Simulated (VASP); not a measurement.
# BN (I-4m2) in VASP: a series of runs

The runs below take BN through single point, with PBE.

Everything below comes from runs of VASP 6.6.1. Logs are shortened: lines on timing, memory, paths and dates and some standing lists are left out, and cuts for length are marked.

**1. The cell of the first run**

Symmetry: I-4m2, No. 119, tetragonal system. Conventional cell: a = 2.487 Å, b = 2.487 Å, c = 3.680 Å, α = 90.00°, β = 90.00°, γ = 90.00°. Within 2.1 Å of B (site symmetry -4m2) lie 4 N at 1.55 Å. N (site symmetry -4m2) has 4 B at 1.55 Å within 2.1 Å.

**2. Single point, PBE (strain -0.030 along x and y, +0.015 along z)**

File INCAR:

```
PREC = Accurate
ENCUT = 520
EDIFF = 1E-6
ISMEAR = 0
SIGMA = 0.05
LREAL = F
LASPH = T
NELM = 100
ALGO = Normal
ISIF = 2
LWAVE = F
LCHARG = T
GGA = PE
LELF = T
LVHAR = T
NBANDS = 11
```

File KPOINTS:

```
regular mesh
0
Gamma
  12 12 12
```

File POSCAR:

```
BN
1.0
    0.0000000000      1.7586109700      1.8401960150
    1.7586109700      0.0000000000      1.8401960150
    1.7586109700      1.7586109700      0.0000000000
B N
1 1
Direct
    0.0000000000      0.0000000000      0.0000000000
    0.7500000000      0.7500000000      0.7500000000
```

Potentials or basis: VASP PAW PBE potentials, release 64 (B, N).

The run is started by

```bash
cat potpaw_PBE.64/B/POTCAR potpaw_PBE.64/N/POTCAR > POTCAR
mpirun -np 1 vasp_std > vasp.out
```

OUTCAR:

```text
PREC = Accurate
   ENCUT = 520
   EDIFF = 1E-6
   ISMEAR = 0
   LREAL = F
   LASPH = T
   NELM = 100
   ISIF = 2
   GGA = PE

 ion  position               nearest neighbor table
   1  0.000  0.000  0.000-   2 1.55   2 1.55   2 1.55   2 1.55
   2  0.750  0.750  0.750-   1 1.55   1 1.55   1 1.55   1 1.55

  LATTYP: Found a body centered tetragonal cell.
 ALAT       =     2.4870514847
 C/A-ratio  =     1.4798214081

  Lattice vectors:

 A1 = (  -1.7586109700,   0.0000000000,   1.8401960150)
 A2 = (   1.7586109700,   0.0000000000,   1.8401960150)
 A3 = (   0.0000000000,   1.7586109700,  -1.8401960150)

Analysis of symmetry for initial positions (statically):
=====================================================================
 Subroutine PRICEL returns:
 Original cell was already a primitive cell.

 Routine SETGRP: Setting up the symmetry group for a
 body centered tetragonal supercell.

 Subroutine GETGRP returns: Found  8 space group operations
 (whereof  8 operations were pure point group operations)
 out of a pool of 16 trial point group operations.

The static configuration has the point symmetry D_2d.

Analysis of symmetry for dynamics (positions and initial velocities):
=====================================================================
 Subroutine PRICEL returns:
 Original cell was already a primitive cell.

 Routine SETGRP: Setting up the symmetry group for a
 body centered tetragonal supercell.

 Subroutine GETGRP returns: Found  8 space group operations
 (whereof  8 operations were pure point group operations)
 out of a pool of 16 trial point group operations.

The dynamic configuration has the point symmetry D_2d.

 Subroutine INISYM returns: Found  8 space group operations
 (whereof  8 operations are pure point group operations),
 and found     1 'primitive' translations

----------------------------------------------------------------------------------------

                                     Primitive cell

  volume of cell :      11.3824

  direct lattice vectors                    reciprocal lattice vectors
     0.000000000  1.758610970  1.840196015    -0.284315297  0.284315297  0.271710185
     1.758610970  0.000000000  1.840196015     0.284315297 -0.284315297  0.271710185
     1.758610970  1.758610970  0.000000000     0.284315297  0.284315297 -0.271710185

  length of vectors
     2.545394649  2.545394649  2.487051485     0.485280126  0.485280126  0.485280126

  position of ions in fractional coordinates (direct lattice)
     0.000000000  0.000000000  0.000000000
     0.750000000  0.750000000  0.750000000

  ion indices of the primitive-cell ions
   primitive index   ion index
                 1           1
                 2           2

----------------------------------------------------------------------------------------

 KPOINTS: regular mesh

Automatic generation of k-mesh.
 Grid dimensions read from file:
 generate k-points for:   12   12   12

 Generating k-lattice:

  Cartesian coordinates                     Fractional coordinates (reciprocal lattice)
    -0.023692941  0.023692941  0.022642515     0.083333333  0.000000000  0.000000000
     0.023692941 -0.023692941  0.022642515     0.000000000  0.083333333  0.000000000
     0.023692941  0.023692941 -0.022642515     0.000000000  0.000000000  0.083333333

  Length of vectors
     0.040440011  0.040440011  0.040440011

  Shift w.r.t. Gamma in fractional coordinates (k-lattice)
     0.000000000  0.000000000  0.000000000

 Subroutine IBZKPT returns following result:
 ===========================================

 Found    163 irreducible k-points:

 Following reciprocal coordinates:
            Coordinates               Weight
  0.000000  0.000000  0.000000      1.000000
  0.083333  0.000000  0.000000      8.000000
  0.166667  0.000000  0.000000      8.000000
  0.250000  0.000000  0.000000      8.000000
  0.333333  0.000000  0.000000      8.000000
  0.416667  0.000000  0.000000      8.000000
[... 16 lines left out ...]
  0.500000  0.166667  0.000000      8.000000
 -0.416667  0.166667  0.000000      8.000000
 [... further k-points ...]
   k-points           NKPTS =    163   k-points in BZ     NKDIM =    163   number of bands    NBANDS=     11
   number of dos      NEDOS =    301   number of ions     NIONS =      2
   total plane-waves  NPLWV =   7200
   dimension x,y,z NGX =    20 NGY =   20 NGZ =   18
   dimension x,y,z NGXF=    40 NGYF=   40 NGZF=   36
   ions per type =               1   1
   NGX,Y,Z   is equivalent  to a cutoff of  13.06, 13.06, 12.03 a.u.
   NGXF,Y,Z  is equivalent  to a cutoff of  26.12, 26.12, 24.06 a.u.
 SYSTEM =  unknown system
   PREC   = accura    normal or accurate (medium, high low for compatibility)
   ISTART =      0    job   : 0-new  1-cont  2-samecut
   ICHARG =      2    charge: 1-file 2-atom 10-const
   ISPIN  =      1    spin polarized calculation?
   LNONCOLLINEAR =      F non collinear calculations
   LSORBIT =      F    spin-orbit coupling
   LASPH  =      T    aspherical Exc in radial PAW
   ENCUT  =  520.0 eV  38.22 Ry    6.18 a.u.   4.73  4.73  4.62*2*pi/ulx,y,z
   NELM   =    100;   NELMIN=  2; NELMDL= -5     # of ELM steps
   EDIFF  = 0.1E-05   stopping-criterion for ELM
   LREAL  =      F    real-space projection
   EDIFFG = 0.1E-04   stopping-criterion for IOM
   NSW    =      0    number of steps for IOM
   IBRION =     -1    ionic relax: 0-MD 1-quasi-New 2-CG
   NFREE  =      0    steps in history (QN), initial steepest desc. (CG)
   ISIF   =      2    stress and relaxation
   ISYM   =      2    0-nonsym 1-usesym 2-fastsym
   POTIM  = 0.5000    time-step for ionic-motion
   TEBEG  =    0.0;   TEEND  =   0.0 temperature during run
   PSTRESS=    0.0 pullay stress
   NELECT =       8.0000    total number of electrons
   NUPDOWN=      -1.0000    fix difference up-down
   EMIN   =  10.00;   EMAX   =-10.00  energy-range for DOS
   EFERMI =   0.00;   METHOD = LEGACY
   ISMEAR =     0;   SIGMA  =   0.05  broadening in eV -4-tet -1-fermi 0-gaus
   EFERMI_NEDOS =   21; number of points for ismear=-14 and -15
   IALGO  =     38    algorithm
   IMIX   =      4    mixing-type and parameters
     AMIX     =   0.40;   BMIX     =  1.00
     AMIX_MAG =   1.60;   BMIX_MAG =  1.00
  volume/ion in A,a.u.               =       5.69        38.41
  Fermi-wavevector in a.u.,A,eV,Ry     =   1.455549  2.750590 28.825630  2.118624
  Thomas-Fermi vector in A             =   2.572571
   LORBIT       =      0    0 simple, 1 ext, 2 COOP (PROOUT), +10 PAW based schemes
   GGA     = PE    functional components
   LHFCALC =     F    Hartree Fock is set to
   AEXX    =    0.0000 exact exchange contribution
   IVDW    =     0    specifies the selected vdW correction
   LEPSILON=     F    determine dielectric tensor
   LRPA    =     F    only Hartree local field effects (RPA)
 non-spin polarized calculation
 Gauss-broadening in eV      SIGMA  =   0.05
  energy-cutoff  :      520.00
  volume of cell :       11.38
 maximum number of plane-waves:       319
   NGX =  9   NGY =  9   NGZ =  9

 number of electron       8.0000001 magnetization

 Free energy of the ion-electron system (eV)
  ---------------------------------------------------
  ext. energy  EPLUGINS =         0.00000000
  ---------------------------------------------------
  free energy    TOTEN  =       -17.38818605 eV

  energy without entropy =      -17.38818605  energy(sigma->0) =      -17.38818605

 E-fermi :   8.3275     XC(G=0): -13.0078

 val. band max:        8.0334728811   @ k =   0.0000   0.0000   0.0000
 cond. band min:      12.1070786379   @ k =   0.5000   0.0000   0.5000
 fundamental gap:      4.0736057567
 Fermi energy:         8.3274521153

 k-point     1 :       0.0000    0.0000    0.0000
  band No.  band energies     occupation
      1     -12.7879      2.00000
      2       7.5383      2.00000
      3       8.0335      2.00000
      4       8.0335      2.00000
      5      16.7745      0.00000
      6      16.7745      0.00000
      7      17.1017      0.00000
      8      18.8087      0.00000
      9      33.3355      0.00000
     10      34.6412      0.00000
     11      35.1844      0.00000

 k-point     2 :       0.0833    0.0000    0.0000
  band No.  band energies     occupation
      1     -12.6136      2.00000
      2       6.8675      2.00000
      3       7.5665      2.00000
      4       7.8636      2.00000
      5      16.9424      0.00000
      6      17.0662      0.00000
      7      17.4567      0.00000
      8      19.3470      0.00000
      9      32.5385      0.00000
     10      33.2156      0.00000
     11      34.6972      0.00000

 k-point     3 :       0.1667    0.0000    0.0000
  band No.  band energies     occupation
      1     -12.0965      2.00000
      2       4.7744      2.00000
      3       7.0084      2.00000
      4       7.4518      2.00000
      5      17.2628      0.00000
      6      17.7632      0.00000
      7      18.1274      0.00000
      8      20.6400      0.00000
      9      31.2646      0.00000
     10      32.6122      0.00000
     11      32.8866      0.00000

 k-point     4 :       0.2500    0.0000    0.0000
  band No.  band energies     occupation
      1     -11.2596      2.00000
      2       2.2486      2.00000
      3       6.4215      2.00000
      4       6.9796      2.00000
      5      17.5276      0.00000
      6      18.4757      0.00000
      7      18.7368      0.00000
      8      21.9439      0.00000
      9      31.0554      0.00000
     10      32.2119      0.00000
     11      32.2259      0.00000

 k-point     5 :       0.3333    0.0000    0.0000
  band No.  band energies     occupation
      1     -10.1642      2.00000
      2      -0.2141      2.00000
      3       5.9243      2.00000
      4       6.5801      2.00000
      5      17.6653      0.00000
      6      18.8983      0.00000
      7      19.1086      0.00000
      8      22.8620      0.00000
      9      31.3780      0.00000
     10      32.8100      0.00000
     11      32.8418      0.00000
[... 211 lines left out ...]
 k-point    21 :       0.3333    0.1667    0.0000
  band No.  band energies     occupation
      1     -10.4521      2.00000
      2       1.7077      2.00000
      3       5.0331      2.00000
      4       5.3229      2.00000
      5      16.5440      0.00000
      6      20.3109      0.00000
      7      21.0449      0.00000
      8      21.3210      0.00000
      9      27.2877      0.00000
     10      34.6191      0.00000
     11      36.8401      0.00000

 k-point    22 :       0.4167    0.1667    0.0000
  band No.  band energies     occupation
      1      -9.3523      2.00000
      2      -0.4201      2.00000
      3       4.2536      2.00000
      4       5.1708      2.00000
      5      16.9633      0.00000
      6      20.3561      0.00000
      7      21.2080      0.00000
      8      22.4407      0.00000
      9      28.4971      0.00000
     10      34.3669      0.00000
     11      36.9349      0.00000

 k-point    23 :       0.5000    0.1667    0.0000
  band No.  band energies     occupation
      1      -8.3030      2.00000
      2      -2.0879      2.00000
      3       3.6137      2.00000
      4       5.2745      2.00000
      5      17.3381      0.00000
      6      20.3261      0.00000
      7      20.9766      0.00000
      8      23.6590      0.00000
      9      29.1760      0.00000
     10      34.6630      0.00000
     11      36.0818      0.00000

 k-point    24 :      -0.4167    0.1667    0.0000
  band No.  band energies     occupation
      1      -8.0054      2.00000
      2      -2.5024      2.00000
      3       3.2154      2.00000
      4       5.6140      2.00000
      5      17.8420      0.00000
      6      20.1942      0.00000
      7      20.5369      0.00000
      8      23.9734      0.00000
      9      29.7844      0.00000
     10      33.7681      0.00000
     11      35.1602      0.00000

 [... further k-points ...]
[... 5 lines left out ...]
  --------------------------------------------------------------------------------------
  -------------------------------------------------------------------------------------
  Total        2.0419574      2.0419574     -0.1431445      0.0000000      0.0000000      0.0000000
  in kB      287.4243933    287.4243933    -20.1489133      0.0000000      0.0000000      0.0000000
  external PRESSURE =     184.8999578 kB  Pullay stress =       0.0000000 kB

 VOLUME and BASIS-vectors are now :
 -----------------------------------------------------------------------------
  energy-cutoff  :      520.00
  volume of cell :       11.38
      direct lattice vectors                 reciprocal lattice vectors
     0.000000000  1.758610970  1.840196015    -0.284315297  0.284315297  0.271710185
     1.758610970  0.000000000  1.840196015     0.284315297 -0.284315297  0.271710185
     1.758610970  1.758610970  0.000000000     0.284315297  0.284315297 -0.271710185

 POSITION                                       TOTAL-FORCE (eV/Angst)
 -----------------------------------------------------------------------------------
      0.00000      0.00000      0.00000         0.000000      0.000000      0.000000
      2.63792      2.63792      2.76029        -0.000000     -0.000000     -0.000000
 -----------------------------------------------------------------------------------
    total drift:                               -0.000002     -0.000002      0.000004

  FREE ENERGIE OF THE ION-ELECTRON SYSTEM (eV)
  ---------------------------------------------------
  free  energy   TOTEN  =       -17.3881860529 eV

  energy  without entropy=      -17.3881860529  energy(sigma->0) =      -17.38818605
```

Run time: 12 s. Hardware: 1 thread of Intel Xeon 6975P-C, shared host; peak memory 0.13 GiB.

What came out:

```
Free energy            : -17.3882 eV
Pressure               : 18.5 GPa
Band gap on the k mesh : 4.07 eV, indirect (least direct gap 8.74 eV)
```

Stress tensor (GPa, compression positive):
```
28.74  0.00  0.00
 0.00 28.74  0.00
 0.00  0.00 -2.01
```

Caveat: the cell differs from its parent crystal (strain -0.030 along x and y, +0.015 along z). A k mesh can miss the band edges.

**3. Single point, PBE (strain -0.015 along x and y, -0.030 along z)**

File INCAR:

```
SYSTEM = BN
  PREC = Accurate
  ENCUT = 520
  EDIFF = 1E-7
  ISMEAR = 0
  SIGMA = 0.05
  LREAL = .False.
  LASPH = .True.
  NELM = 80
  ALGO = Normal
  ISIF = 2
  LWAVE = .False.
  LCHARG = .False.
  GGA = PE
  NBANDS = 11
```

File KPOINTS:

```
Automatic mesh
0
Gamma
  12 12 12
  0 0 0
```

File POSCAR:

```
BN
1.0
    0.0000000000      1.7858059850      1.7586109700
    1.7858059850      0.0000000000      1.7586109700
    1.7858059850      1.7858059850      0.0000000000
B N
1 1
Direct
    0.0000000000      0.0000000000      0.0000000000
    0.7500000000      0.7500000000      0.7500000000
```

Potentials or basis: VASP PAW PBE potentials, release 64 (B, N).

The run is started by

```bash
cat potpaw_PBE.64/B/POTCAR potpaw_PBE.64/N/POTCAR > POTCAR
mpirun -np 1 vasp_std > vasp.out
```

Run time: 13 s. Hardware: 1 thread of Intel Xeon 6975P-C, shared host; peak memory 0.13 GiB.

Results (log left out):

```
Free energy            : -17.3942 eV
Pressure               : 25.1 GPa
Band gap on the k mesh : 4.23 eV, indirect (least direct gap 8.89 eV)
```

Stress tensor (GPa, compression positive):
```
21.90  0.00  0.00
 0.00 21.90  0.00
 0.00  0.00 31.57
```

Levels at points of the mesh, in eV from the valence-band top:
```tsv
k point	band 1	band 2	band 3	band 4	band 5	band 6	band 7	band 8
(0.00, 0.00, 0.00)	-20.93	-0.15	-0.15	0.00	8.89	9.00	9.00	11.10
(0.50, 0.00, 0.00)	-16.46	-11.28	-2.26	-2.02	10.54	10.80	11.16	15.69
(0.50, 0.50, 0.00)	-14.90	-9.21	-5.41	-5.41	4.23	9.17	18.65	18.65
(0.50, 0.00, 0.50)	-15.09	-9.44	-5.19	-5.19	4.51	9.54	18.48	18.72
```

Caveat: the cell differs from its parent crystal (strain -0.015 along x and y, -0.030 along z).

**4. Single point, PBE (strain -0.015 along x and y, +0.000 along z)**

File INCAR:

```
SYSTEM = BN
PREC     = Accurate       ! precision mode
ENCUT    = 520            ! plane-wave cutoff, eV
EDIFF    = 1E-6           ! SCF threshold, eV
ISMEAR   = 0              ! smearing method
SIGMA    = 0.05           ! smearing width, eV
LREAL    = .False.        ! projectors in reciprocal space
LASPH    = .True.         ! aspherical terms in the spheres
NELM     = 80             ! most SCF steps
ALGO     = Normal         ! electronic algorithm
ISIF     = 2              ! what is computed and relaxed
LWAVE    = .False.        ! write WAVECAR
LCHARG   = .False.        ! write CHGCAR
GGA      = PE             ! functional
NBANDS   = 11             ! bands
```

File KPOINTS:

```
regular mesh
0
Gamma
  12 12 12
  0 0 0
```

File POSCAR:

```
BN
1.0
    0.0000000000      1.7858059850      1.8130010000
    1.7858059850      0.0000000000      1.8130010000
    1.7858059850      1.7858059850      0.0000000000
B N
1 1
Direct
    0.0000000000      0.0000000000      0.0000000000
    0.7500000000      0.7500000000      0.7500000000
```

The run is started by

```bash
cat potpaw_PBE.64/B/POTCAR potpaw_PBE.64/N/POTCAR > POTCAR
mpirun -np 1 vasp_std > vasp.out
```

It took 13 s on 1 thread of Intel Xeon 6975P-C, shared host; peak memory 0.13 GiB.

The run converged. Its results:

- Free energy: -17.4344 eV
- Pressure: 11.8 GPa
- Band gap on the k mesh: 4.34 eV, indirect (least direct gap 8.83 eV)

Stress tensor (GPa, compression positive):
```
14.98  0.00  0.00
 0.00 14.98  0.00
 0.00  0.00  5.30
```

Levels at points of the mesh, in eV from the valence-band top:
| k point | band 1 | band 2 | band 3 | band 4 | band 5 | band 6 | band 7 | band 8 | band 9 |
| --- | --- | --- | --- | --- | --- | --- | --- | --- | --- |
| (0.00, 0.00, 0.00) | -20.52 | -0.16 | 0.00 | 0.00 | 8.83 | 8.83 | 8.94 | 10.64 | 25.10 |
| (0.50, 0.00, 0.00) | -16.20 | -10.94 | -2.15 | -1.91 | 10.21 | 10.84 | 10.86 | 15.43 | 23.70 |
| (0.50, 0.50, 0.00) | -14.93 | -9.25 | -4.92 | -4.92 | 4.61 | 9.54 | 18.17 | 18.17 | 20.88 |
| (0.50, 0.00, 0.50) | -14.75 | -9.03 | -5.13 | -5.13 | 4.34 | 9.18 | 18.08 | 18.32 | 21.20 |

Caveat: the cell differs from its parent crystal (strain -0.015 along x and y, +0.000 along z). A k mesh can miss the band edges.

(Part 1 of 2 ends here.)
